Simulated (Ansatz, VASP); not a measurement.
TiC in VASP and in Ansatz

```xyz
2
Lattice="0.0000 2.1640 2.1640 2.1640 0.0000 2.1640 2.1640 2.1640 0.0000" Properties=species:S:1:pos:R:3 pbc="T T T"
Ti    0.0000    0.0000    0.0000
C     2.1640    2.0640    2.1640
```

Change from the starting cell: all C atoms moved -0.100 Å, as atom 2 along Cartesian [0 1 0].

Alike in both runs: task single point; functional PBE; k mesh 18 × 18 × 18; occupations gaussian, width 0.15 eV; no spin polarisation.

|  | VASP | Ansatz |
| --- | --- | --- |
| version | VASP 6.6.1 | Ansatz 0.2.0 |
| potentials or method | VASP PAW PBE potentials, release 64 (Ti_sv, C), cutoff 520 eV | scalar-relativistic, plane waves, PAW |
| valence electrons in the cell | 16 | 16 |

```tsv
	VASP	Ansatz	Ansatz less VASP
gap on the k mesh at the Fermi level (eV)	none	none	-
pressure (GPa)	2.3	2.1	-0.19
traceless stress, the component that is largest in VASP (GPa)	1.86	1.84	-0.022
rms of the force components (eV/Å)	0.528	0.525	-0.0026
```

Atom by atom the forces differ by 0.003 eV/Å (rms over components). A gap of «none» marks a metal or a gap that the smearing closes.
